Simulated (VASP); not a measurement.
# Ag (I4/mmm) in VASP: further runs, part 3 of 3

VASP 6.6.1. The steps go on from the part before.

## Step 6: Single point, r2SCAN (strain +0.0175 x Voigt [0, 1, 0, 0, 0, 0])

Contents of POSCAR:

```
Ag
1.0
    0.0000000000      2.0788542500      2.0431000000
    2.0431000000      0.0000000000      2.0431000000
    2.0431000000      2.0788542500      0.0000000000
Ag
1
Direct
    0.0000000000      0.0000000000      0.0000000000
```

Contents of INCAR.step1:

```
SYSTEM = Ag
ALGO = Normal
EDIFF = 1E-4
ENCUT = 520
GGA = PE
ISMEAR = 0
LASPH = .TRUE.
LCHARG = .FALSE.
LREAL = .FALSE.
LWAVE = .TRUE.
NBANDS = 12
NELM = 60
PREC = Accurate
SIGMA = 0.15
```

Contents of INCAR.step2:

```
SYSTEM = Ag
ALGO = Normal
EDIFF = 1E-6
ENCUT = 520
ISIF = 2
ISMEAR = 0
ISTART = 1
LASPH = .TRUE.
LCHARG = .TRUE.
LELF = .TRUE.
LMIXTAU = .TRUE.
LREAL = .FALSE.
LVHAR = .TRUE.
LWAVE = .FALSE.
METAGGA = R2SCAN
NBANDS = 12
NELM = 60
PREC = Accurate
SIGMA = 0.15
```

Contents of KPOINTS:

```
k-points
0
G
  20 20 20
  0 0 0
```

Potentials or basis: VASP PAW PBE potentials, release 64 (Ag).

Run with:

```console
> cat potpaw_PBE.64/Ag/POTCAR > POTCAR
> cp INCAR.step1 INCAR
> mpirun -np 1 vasp_std > vasp.out
> cp INCAR.step2 INCAR
> mpirun -np 1 vasp_std > vasp.out
```

OUTCAR:

```text
SYSTEM = Ag
   EDIFF = 1E-6
   ENCUT = 520
   ISIF = 2
   ISMEAR = 0
   ISTART = 1
   LASPH = .TRUE.
   LREAL = .FALSE.
   METAGGA = R2SCAN
   NELM = 60
   PREC = Accurate

 ion  position               nearest neighbor table
   1  0.000  0.000  0.000-

  LATTYP: Found a body centered tetragonal cell.
 ALAT       =     2.8893797293
 C/A-ratio  =     1.4389622997

  Lattice vectors:

 A1 = (   0.0000000000,  -2.0788542500,   2.0431000000)
 A2 = (   0.0000000000,  -2.0788542500,  -2.0431000000)
 A3 = (   2.0431000000,   2.0788542500,   0.0000000000)

Analysis of symmetry for initial positions (statically):
=====================================================================
 Subroutine PRICEL returns:
 Original cell was already a primitive cell.

 Routine SETGRP: Setting up the symmetry group for a
 body centered tetragonal supercell.

 Subroutine GETGRP returns: Found 16 space group operations
 (whereof 16 operations were pure point group operations)
 out of a pool of 16 trial point group operations.

The static configuration has the point symmetry D_4h.

[... 167 lines left out ...]
  band No.  band energies     occupation
      1       0.3639      2.00000
      2       3.0417      2.00000
      3       3.1510      2.00000
      4       3.1510      2.00000
      5       4.0687      2.00000
      6       4.1813      2.00000
      7      24.8021      0.00000
      8      28.2691      0.00000
      9      28.4893      0.00000
     10      28.4893      0.00000
     11      33.3308      0.00000
     12      34.2024      0.00000
[... 331 lines left out ...]
 k-point    24 :      -0.3500    0.0500    0.0000
  band No.  band energies     occupation
      1       1.7285      2.00000
      2       3.1393      2.00000
      3       3.2291      2.00000
      4       4.4994      2.00000
      5       4.5787      2.00000
      6       5.8033      2.00000
      7      15.1618      0.00000
      8      24.3673      0.00000
      9      26.2567      0.00000
     10      27.8352      0.00000
     11      31.2415      0.00000
     12      31.8659      0.00000

 [... further k-points ...]

------------------------ aborting loop because EDIFF is reached ----------------------------------------

  FORCE on cell =-STRESS in cart. coord.  units (eV):
  Direction    XX          YY          ZZ          XY          YZ          ZX
  --------------------------------------------------------------------------------------
  -------------------------------------------------------------------------------------
  Total       -0.0078994     -0.0810388     -0.0078994      0.0000000      0.0000000      0.0000000
  in kB       -0.7292404     -7.4811847     -0.7292404      0.0000000      0.0000000      0.0000000
  external PRESSURE =      -2.9798885 kB  Pullay stress =       0.0000000 kB

 VOLUME and BASIS-vectors are now :
 -----------------------------------------------------------------------------
  energy-cutoff  :      520.00
  volume of cell :       17.36
      direct lattice vectors                 reciprocal lattice vectors
     0.000000000  2.078854250  2.043100000    -0.244726151  0.240517102  0.244726151
     2.043100000  0.000000000  2.043100000     0.244726151 -0.240517102  0.244726151
     2.043100000  2.078854250  0.000000000     0.244726151  0.240517102 -0.244726151

 POSITION                                       TOTAL-FORCE (eV/Angst)
 -----------------------------------------------------------------------------------
      0.00000      0.00000      0.00000         0.000000      0.000000      0.000000
 -----------------------------------------------------------------------------------
    total drift:                                0.000000     -0.000000     -0.000000

  FREE ENERGIE OF THE ION-ELECTRON SYSTEM (eV)
  ---------------------------------------------------
  free  energy   TOTEN  =       -21.3608163828 eV

  energy  without entropy=      -21.3586549568  energy(sigma->0) =      -21.35973567
```

OSZICAR.step1:

```text
N       E                     dE             d eps       ncg     rms          rms(c)
DAV:   1     0.517527431238E+02    0.51753E+02   -0.55079E+03 15592   0.828E+02
DAV:   2    -0.213756924209E+01   -0.53890E+02   -0.50932E+02 17856   0.193E+02
DAV:   3    -0.296419685540E+01   -0.82663E+00   -0.82573E+00 18096   0.251E+01
DAV:   4    -0.296678690753E+01   -0.25901E-02   -0.25899E-02 17884   0.148E+00
DAV:   5    -0.296680740905E+01   -0.20502E-04   -0.20500E-04 17728   0.118E-01    0.499E+00
DAV:   6    -0.272745046044E+01    0.23936E+00   -0.94808E-01 16780   0.870E+00    0.325E+00
DAV:   7    -0.271985429165E+01    0.75962E-02   -0.93630E-03 17832   0.915E-01    0.184E+00
DAV:   8    -0.271709242785E+01    0.27619E-02   -0.69949E-04 17352   0.199E-01    0.877E-02
DAV:   9    -0.271709924168E+01   -0.68138E-05   -0.83909E-06  9948   0.231E-02
   1 F= -.27170992E+01 E0= -.27159671E+01  d E =-.226421E-02
```

Run time: 4.5 min. Hardware: 1 thread of AMD EPYC 9R45 (Zen 5), shared host; peak memory 0.22 GiB.

What came out:

| Quantity | Value |
| --- | --- |
| Free energy | -21.3608 eV |
| Pressure | -0.3 GPa |
| Band gap on the k mesh | zero (an odd number of electrons rules out a gap without spin polarisation) |

Stress tensor (GPa, compression positive):
```
-0.07  0.00  0.00
 0.00 -0.75  0.00
 0.00  0.00 -0.07
```

Caveat: the cell differs from its parent crystal (strain +0.0175 x Voigt [0, 1, 0, 0, 0, 0]); the PAW data sets were made with another functional, which shifts forces and pressure a little.

## Step 7: The runs side by side

```csv
cell,gap on the mesh (eV),pressure (GPa)
"a = 2.861, b = 2.889 Å, angles 59.7, 60.7, 59.7°, 1 atom",none,4.0
"a = 2.897, b = 2.889 Å, angles 60.1, 59.8, 60.1°, 1 atom",none,1.0
"a = 2.904, b = 2.889 Å, angles 60.2, 59.7, 60.2°, 1 atom",none,0.5
"a = 2.911, b = 2.889 Å, angles 60.2, 59.5, 60.2°, 1 atom",none,0.0
"a = 2.915, b = 2.889 Å, angles 60.3, 59.4, 60.3°, 1 atom",none,-0.3
```

Alike in all rows: task single point; level r2SCAN; potentials or basis VASP PAW PBE potentials, release 64 (Ag); no spin polarisation; k mesh 20 × 20 × 20; cutoff (eV) 520; smearing gaussian 0.15 eV.

Caveats: the PAW data sets were made with another functional, which shifts forces and pressure a little; the cell stands under pressure (at least some runs).

Total energies depend on the potentials used, so only differences within one code and one set of settings carry meaning.
